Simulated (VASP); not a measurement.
# TiCo (Pm-3m) in VASP: notebook

TiCo is run at these levels: PBE; tasks: single point.

Everything below comes from runs of VASP 6.6.1. Logs are shortened: lines on timing, memory, paths and dates and some standing lists are left out, and cuts for length are marked.

## Step 1: The cell of the first run

Symmetry: Pm-3m, No. 221, cubic system. The conventional cell has a = 2.676 Å, b = 2.676 Å, c = 2.676 Å, α = 90.00°, β = 90.00°, γ = 90.00°. Ti (site symmetry m-3m) has 8 Co at 2.32 Å and 6 Ti at 2.68 Å within 3.1 Å. Within 3.1 Å of Co (site symmetry m-3m) lie 8 Ti at 2.32 Å and 6 Co at 2.68 Å.

## Step 2: Single point, PBE (volume scaled by 0.72)

Input file INCAR:

```
ALGO = Normal
EDIFF = 1E-6
ENCUT = 520
GGA = PE
ISIF = 2
ISMEAR = -1
LASPH = True
LCHARG = True
LELF = True
LREAL = False
LVHAR = True
LWAVE = False
NBANDS = 18
NELM = 60
PREC = Accurate
SIGMA = 0.03
```

Input file KPOINTS:

```
k-points
0
Gamma
  13 13 13
```

Input file POSCAR:

```
TiCo
1.0
    2.6763943929      0.0000000000      0.0000000000
    0.0000000000      2.6763943929      0.0000000000
    0.0000000000      0.0000000000      2.6763943929
Ti Co
1 1
Direct
    0.0000000000      0.0000000000      0.0000000000
    0.5000000000      0.5000000000      0.5000000000
```

Potentials or basis: VASP PAW PBE potentials, release 64 (Ti_sv, Co).

Started as:

```console
cat potpaw_PBE.64/Ti_sv/POTCAR potpaw_PBE.64/Co/POTCAR > POTCAR
mpirun -np 1 vasp_std > vasp.out
```

OUTCAR:

```text
EDIFF = 1E-6
   ENCUT = 520
   GGA = PE
   ISIF = 2
   ISMEAR = -1
   LASPH = True
   LREAL = False
   NELM = 60
   PREC = Accurate

 ion  position               nearest neighbor table
   1  0.000  0.000  0.000-   2 2.32   2 2.32   2 2.32   2 2.32   2 2.32   2 2.32   2 2.32   2 2.32

   2  0.500  0.500  0.500-   1 2.32   1 2.32   1 2.32   1 2.32   1 2.32   1 2.32   1 2.32   1 2.32

  LATTYP: Found a simple cubic cell.
 ALAT       =     2.6763943929

  Lattice vectors:

 A1 = (   2.6763943929,   0.0000000000,   0.0000000000)
 A2 = (   0.0000000000,   2.6763943929,   0.0000000000)
 A3 = (   0.0000000000,   0.0000000000,   2.6763943929)

Analysis of symmetry for initial positions (statically):
=====================================================================
 Subroutine PRICEL returns:
 Original cell was already a primitive cell.

 Routine SETGRP: Setting up the symmetry group for a
 simple cubic supercell.

 Subroutine GETGRP returns: Found 48 space group operations
 (whereof 48 operations were pure point group operations)
 out of a pool of 48 trial point group operations.

The static configuration has the point symmetry O_h .

Analysis of symmetry for dynamics (positions and initial velocities):
=====================================================================
 Subroutine PRICEL returns:
 Original cell was already a primitive cell.

 Routine SETGRP: Setting up the symmetry group for a
 simple cubic supercell.

 Subroutine GETGRP returns: Found 48 space group operations
 (whereof 48 operations were pure point group operations)
 out of a pool of 48 trial point group operations.

The dynamic configuration has the point symmetry O_h .

 Subroutine INISYM returns: Found 48 space group operations
 (whereof 48 operations are pure point group operations),
 and found     1 'primitive' translations

----------------------------------------------------------------------------------------

                                     Primitive cell

  volume of cell :      19.1712

  direct lattice vectors                    reciprocal lattice vectors
     2.676394393  0.000000000  0.000000000     0.373637011  0.000000000  0.000000000
     0.000000000  2.676394393  0.000000000     0.000000000  0.373637011  0.000000000
     0.000000000  0.000000000  2.676394393     0.000000000  0.000000000  0.373637011

  length of vectors
     2.676394393  2.676394393  2.676394393     0.373637011  0.373637011  0.373637011

  position of ions in fractional coordinates (direct lattice)
     0.000000000  0.000000000  0.000000000
     0.500000000  0.500000000  0.500000000

  ion indices of the primitive-cell ions
   primitive index   ion index
                 1           1
                 2           2

----------------------------------------------------------------------------------------

 KPOINTS: k-points

Automatic generation of k-mesh.
 Grid dimensions read from file:
 generate k-points for:   13   13   13

 Generating k-lattice:

  Cartesian coordinates                     Fractional coordinates (reciprocal lattice)
     0.028741309  0.000000000  0.000000000     0.076923077  0.000000000  0.000000000
     0.000000000  0.028741309  0.000000000     0.000000000  0.076923077  0.000000000
     0.000000000  0.000000000  0.028741309     0.000000000  0.000000000  0.076923077

  Length of vectors
     0.028741309  0.028741309  0.028741309

  Shift w.r.t. Gamma in fractional coordinates (k-lattice)
     0.000000000  0.000000000  0.000000000

 Subroutine IBZKPT returns following result:
 ===========================================

 Found     84 irreducible k-points:

 Following reciprocal coordinates:
            Coordinates               Weight
  0.000000  0.000000  0.000000      1.000000
  0.076923  0.000000  0.000000      6.000000
  0.153846  0.000000  0.000000      6.000000
  0.230769  0.000000  0.000000      6.000000
  0.307692  0.000000  0.000000      6.000000
  0.384615  0.000000  0.000000      6.000000
[... 16 lines left out ...]
  0.307692  0.307692  0.000000     12.000000
  0.384615  0.307692  0.000000     24.000000
 [... further k-points ...]
   k-points           NKPTS =     84   k-points in BZ     NKDIM =     84   number of bands    NBANDS=     18
   number of dos      NEDOS =    301   number of ions     NIONS =      2
   total plane-waves  NPLWV =   8000
   dimension x,y,z NGX =    20 NGY =   20 NGZ =   20
   dimension x,y,z NGXF=    40 NGYF=   40 NGZF=   40
   ions per type =               1   1
   NGX,Y,Z   is equivalent  to a cutoff of  12.42, 12.42, 12.42 a.u.
   NGXF,Y,Z  is equivalent  to a cutoff of  24.85, 24.85, 24.85 a.u.
 SYSTEM =  unknown system
   PREC   = accura    normal or accurate (medium, high low for compatibility)
   ISTART =      0    job   : 0-new  1-cont  2-samecut
   ICHARG =      2    charge: 1-file 2-atom 10-const
   ISPIN  =      1    spin polarized calculation?
   LNONCOLLINEAR =      F non collinear calculations
   LSORBIT =      F    spin-orbit coupling
   LASPH  =      T    aspherical Exc in radial PAW
   ENCUT  =  520.0 eV  38.22 Ry    6.18 a.u.   4.98  4.98  4.98*2*pi/ulx,y,z
   NELM   =     60;   NELMIN=  2; NELMDL= -5     # of ELM steps
   EDIFF  = 0.1E-05   stopping-criterion for ELM
   LREAL  =      F    real-space projection
   EDIFFG = 0.1E-04   stopping-criterion for IOM
   NSW    =      0    number of steps for IOM
   IBRION =     -1    ionic relax: 0-MD 1-quasi-New 2-CG
   NFREE  =      0    steps in history (QN), initial steepest desc. (CG)
   ISIF   =      2    stress and relaxation
   ISYM   =      2    0-nonsym 1-usesym 2-fastsym
   POTIM  = 0.5000    time-step for ionic-motion
   TEBEG  =    0.0;   TEEND  =   0.0 temperature during run
   PSTRESS=    0.0 pullay stress
   NELECT =      21.0000    total number of electrons
   NUPDOWN=      -1.0000    fix difference up-down
   EMIN   =  10.00;   EMAX   =-10.00  energy-range for DOS
   EFERMI =   0.00;   METHOD = LEGACY
   ISMEAR =    -1;   SIGMA  =   0.03  broadening in eV -4-tet -1-fermi 0-gaus
   EFERMI_NEDOS =   21; number of points for ismear=-14 and -15
   IALGO  =     38    algorithm
   IMIX   =      4    mixing-type and parameters
     AMIX     =   0.40;   BMIX     =  1.00
     AMIX_MAG =   1.60;   BMIX_MAG =  1.00
  volume/ion in A,a.u.               =       9.59        64.69
  Fermi-wavevector in a.u.,A,eV,Ry     =   1.687580  3.189065 38.748410  2.847928
  Thomas-Fermi vector in A             =   2.770041
   LORBIT       =      0    0 simple, 1 ext, 2 COOP (PROOUT), +10 PAW based schemes
   GGA     = PE    functional components
   LHFCALC =     F    Hartree Fock is set to
   AEXX    =    0.0000 exact exchange contribution
   IVDW    =     0    specifies the selected vdW correction
   LEPSILON=     F    determine dielectric tensor
   LRPA    =     F    only Hartree local field effects (RPA)
 non-spin polarized calculation
  energy-cutoff  :      520.00
  volume of cell :       19.17
 maximum number of plane-waves:       526
 NGX is ok and might be reduce to    20
   NGX =  9   NGY =  9   NGZ =  9

 number of electron      20.9999993 magnetization

 Free energy of the ion-electron system (eV)
  ---------------------------------------------------
  ext. energy  EPLUGINS =         0.00000000
  ---------------------------------------------------
  free energy    TOTEN  =       -13.88607594 eV

  energy without entropy =      -13.88119647  energy(sigma->0) =      -13.88363621

 E-fermi :  14.9079     XC(G=0): -14.4303

 val. band max:       14.8919756553   @ k =   0.3846   0.3846   0.3077
 cond. band min:      14.9422073842   @ k =   0.3077   0.1538   0.0000
 fundamental gap:      0.0502317289
 Fermi energy:        14.9079019603

 k-point     1 :       0.0000    0.0000    0.0000
  band No.  band energies     occupation
      1     -41.9135      2.00000
      2     -17.8033      2.00000
      3     -17.8033      2.00000
      4     -17.8033      2.00000
      5       5.9588      2.00000
      6       8.9276      2.00000
[... 10 lines left out ...]
     17      26.7541      0.00000
     18      26.7541      0.00000

 k-point     2 :       0.0769    0.0000    0.0000
  band No.  band energies     occupation
      1     -41.9063      2.00000
      2     -17.8580      2.00000
      3     -17.8003      2.00000
      4     -17.8003      2.00000
      5       6.1218      2.00000
      6       9.0035      2.00000
[... 10 lines left out ...]
     17      27.1529      0.00000
     18      27.1529      0.00000

 k-point     3 :       0.1538    0.0000    0.0000
  band No.  band energies     occupation
      1     -41.8863      2.00000
      2     -18.0075      2.00000
      3     -17.7918      2.00000
      4     -17.7918      2.00000
      5       6.5931      2.00000
      6       9.2273      2.00000
[... 10 lines left out ...]
     17      28.2047      0.00000
     18      28.2047      0.00000

 k-point     4 :       0.2308    0.0000    0.0000
  band No.  band energies     occupation
      1     -41.8579      2.00000
      2     -18.2139      2.00000
      3     -17.7798      2.00000
      4     -17.7798      2.00000
      5       7.3221      2.00000
      6       9.5863      2.00000
[... 10 lines left out ...]
     17      29.6609      0.00000
     18      29.6609      0.00000

 k-point     5 :       0.3077    0.0000    0.0000
  band No.  band energies     occupation
      1     -41.8275      2.00000
      2     -18.4277      2.00000
      3     -17.7671      2.00000
      4     -17.7671      2.00000
      5       8.2281      2.00000
      6      10.0533      2.00000
[... 10 lines left out ...]
     17      31.3458      0.00000
     18      31.3458      0.00000

 k-point     6 :       0.3846    0.0000    0.0000
  band No.  band energies     occupation
      1     -41.8022      2.00000
      2     -18.6012      2.00000
      3     -17.7565      2.00000
      4     -17.7565      2.00000
      5       9.1879      2.00000
      6      10.4912      2.00000
[... 307 lines left out ...]
 k-point    21 :       0.3846    0.2308    0.0000
  band No.  band energies     occupation
      1     -41.7568      2.00000
      2     -18.5293      2.00000
      3     -18.1140      2.00000
      4     -17.7175      2.00000
      5       9.2784      2.00000
      6      10.1052      2.00000
[... 10 lines left out ...]
     17      28.3311      0.00000
     18      31.6487      0.00000

 k-point    22 :       0.4615    0.2308    0.0000
  band No.  band energies     occupation
      1     -41.7437      2.00000
      2     -18.6193      2.00000
      3     -18.1022      2.00000
      4     -17.7095      2.00000
      5       9.5217      2.00000
      6      10.1088      2.00000
[... 10 lines left out ...]
     17      29.0930      0.00000
     18      31.0121      0.00000

 k-point    23 :       0.3077    0.3077    0.0000
  band No.  band energies     occupation
      1     -41.7537      2.00000
      2     -18.3580      2.00000
      3     -18.3041      2.00000
      4     -17.7123      2.00000
      5       9.0317      2.00000
      6       9.9716      2.00000
[... 10 lines left out ...]
     17      27.1283      0.00000
     18      31.4707      0.00000

 k-point    24 :       0.3846    0.3077    0.0000
  band No.  band energies     occupation
      1     -41.7320      2.00000
      2     -18.4905      2.00000
      3     -18.3008      2.00000
      4     -17.6963      2.00000
      5       9.0971      2.00000
      6       9.8955      2.00000
[... 10 lines left out ...]
     17      27.5013      0.00000
     18      30.4912      0.00000

 [... further k-points ...]
[... 5 lines left out ...]
  --------------------------------------------------------------------------------------
  -------------------------------------------------------------------------------------
  Total       12.5358960     12.5358960     12.5358960      0.0000000      0.0000000      0.0000000
  in kB     1047.6485775   1047.6485775   1047.6485775      0.0000000      0.0000000      0.0000000
  external PRESSURE =    1047.6485775 kB  Pullay stress =       0.0000000 kB

 VOLUME and BASIS-vectors are now :
 -----------------------------------------------------------------------------
  energy-cutoff  :      520.00
  volume of cell :       19.17
      direct lattice vectors                 reciprocal lattice vectors
     2.676394393  0.000000000  0.000000000     0.373637011  0.000000000  0.000000000
     0.000000000  2.676394393  0.000000000     0.000000000  0.373637011  0.000000000
     0.000000000  0.000000000  2.676394393     0.000000000  0.000000000  0.373637011

 POSITION                                       TOTAL-FORCE (eV/Angst)
 -----------------------------------------------------------------------------------
      0.00000      0.00000      0.00000         0.000000      0.000000      0.000000
      1.33820      1.33820      1.33820         0.000000      0.000000      0.000000
 -----------------------------------------------------------------------------------
    total drift:                               -0.000000      0.000000      0.000000

  FREE ENERGIE OF THE ION-ELECTRON SYSTEM (eV)
  ---------------------------------------------------
  free  energy   TOTEN  =       -13.8860759424 eV

  energy  without entropy=      -13.8811964692  energy(sigma->0) =      -13.88363621
```

Run time: 16 s. Hardware: 1 thread of Intel Xeon Platinum 8559C (Emerald Rapids), shared host; peak memory 0.15 GiB.

Results:

```yaml
Free_energy: -13.8861 eV
Pressure: 104.8 GPa
```

## Step 3: Single point, PBE (volume scaled by 0.8)

Input file INCAR:

```
PREC = Accurate
ENCUT = 520
EDIFF = 1E-6
ISMEAR = -1
SIGMA = 0.03
LREAL = False
LASPH = True
NELM = 100
ALGO = Normal
ISIF = 2
LWAVE = False
LCHARG = True
GGA = PE
LELF = True
LVHAR = True
NBANDS = 18
```

Input file KPOINTS:

```
regular mesh
0
Gamma
  13 13 13
```

Input file POSCAR:

```
TiCo
1.0
    2.7720598854      0.0000000000      0.0000000000
    0.0000000000      2.7720598854      0.0000000000
    0.0000000000      0.0000000000      2.7720598854
Ti Co
1 1
Direct
    0.0000000000      0.0000000000      0.0000000000
    0.5000000000      0.5000000000      0.5000000000
```

Potentials or basis: VASP PAW PBE potentials, release 64 (Ti_sv, Co).

Started as:

```console
cat potpaw_PBE.64/Ti_sv/POTCAR potpaw_PBE.64/Co/POTCAR > POTCAR
mpirun -np 1 vasp_std > vasp.out
```

Run time: 16 s. Hardware: 1 thread of Intel Xeon Platinum 8559C (Emerald Rapids), shared host; peak memory 0.16 GiB.

The run converged. Its results:

```yaml
Free_energy: -14.9288 eV
Pressure: 55.6 GPa
```

Levels at points of the mesh, in eV from the Fermi level:
```tsv
k point	band 8	band 9	band 10	band 11	band 12	band 13
(0.00, 0.00, 0.00)	-1.96	-1.96	-1.96	0.96	0.96	3.56
```

 Spin polarisation is off, so any magnetic state and its effect on volume and gap are missing.

## Step 4: Single point, PBE (volume scaled by 0.85)

Input file INCAR:

```
SYSTEM = TiCo
  PREC = Accurate
  ENCUT = 520
  EDIFF = 1E-7
  ISMEAR = -1
  SIGMA = 0.03
  LREAL = .FALSE.
  LASPH = .TRUE.
  NELM = 60
  ALGO = Normal
  ISIF = 2
  LWAVE = .FALSE.
  LCHARG = .TRUE.
  GGA = PE
  LELF = .TRUE.
  LVHAR = .TRUE.
  NBANDS = 18
```

Input file KPOINTS:

```
Automatic mesh
0
G
  13 13 13
  0 0 0
```

Input file POSCAR:

```
TiCo
1.0
    2.8286480935      0.0000000000      0.0000000000
    0.0000000000      2.8286480935      0.0000000000
    0.0000000000      0.0000000000      2.8286480935
Ti Co
1 1
Direct
    0.0000000000      0.0000000000      0.0000000000
    0.5000000000      0.5000000000      0.5000000000
```

Started as:

```console
cat potpaw_PBE.64/Ti_sv/POTCAR potpaw_PBE.64/Co/POTCAR > POTCAR
mpirun -np 1 vasp_std > vasp.out
```

Wall time 16 s (1 thread of Intel Xeon Platinum 8559C (Emerald Rapids), shared host); peak memory 0.16 GiB.

It converged, with:

```
Free energy : -15.3017 eV
Pressure    : 34.8 GPa
```

Levels at points of the mesh, in eV from the Fermi level:
```csv
k point,band 6,band 7,band 8,band 9,band 10,band 11,band 12,band 13,band 14,band 15
"(0.00, 0.00, 0.00)",-4.71,-4.71,-1.80,-1.80,-1.80,0.91,0.91,3.32,3.32,3.32
```

 Spin polarisation is off, so any magnetic state and its effect on volume and gap are missing.

## Step 5: Single point, PBE (volume scaled by 0.9)

Input file INCAR:

```
SYSTEM = TiCo
PREC = Accurate
ENCUT = 520
EDIFF = 1E-7
ISMEAR = -1
SIGMA = 0.03
LREAL = .FALSE.
LASPH = .TRUE.
NELM = 100
ALGO = Normal
ISIF = 2
LWAVE = .FALSE.
LCHARG = .TRUE.
GGA = PE
LELF = .TRUE.
LVHAR = .TRUE.
NBANDS = 18
```

KPOINTS is that of step 4.

Input file POSCAR:

```
TiCo
1.0
    2.8830584621      0.0000000000      0.0000000000
    0.0000000000      2.8830584621      0.0000000000
    0.0000000000      0.0000000000      2.8830584621
Ti Co
1 1
Direct
    0.0000000000      0.0000000000      0.0000000000
    0.5000000000      0.5000000000      0.5000000000
```

Started as:

```console
cat potpaw_PBE.64/Ti_sv/POTCAR potpaw_PBE.64/Co/POTCAR > POTCAR
mpirun -np 1 vasp_std > vasp.out
```

It took 18 s on 1 thread of Intel Xeon Platinum 8559C (Emerald Rapids), shared host; peak memory 0.16 GiB.

Results (log left out):

```
Free energy : -15.5219 eV
Pressure    : 18.8 GPa
```

Levels at points of the mesh, in eV from the Fermi level:
| k point | band 6 | band 7 | band 8 | band 9 | band 10 | band 11 | band 12 | band 13 | band 14 | band 15 |
| --- | --- | --- | --- | --- | --- | --- | --- | --- | --- | --- |
| (0.00, 0.00, 0.00) | -4.33 | -4.33 | -1.66 | -1.66 | -1.66 | 0.87 | 0.87 | 3.09 | 3.09 | 3.09 |

## Step 6: Summary

```tsv
cell	gap on the mesh (eV)	pressure (GPa)
a = 2.676 Å, 2 atoms	none	104.8
a = 2.772 Å, 2 atoms	none	55.6
a = 2.829 Å, 2 atoms	none	34.8
a = 2.883 Å, 2 atoms	none	18.8
```

Alike in all rows: task single point; level PBE; potentials or basis VASP PAW PBE potentials, release 64 (Ti_sv, Co); no spin polarisation; k mesh 13 × 13 × 13; cutoff (eV) 520; smearing fermi-dirac 0.03 eV.

Absolute energies hang on the potentials; compare differences alone.
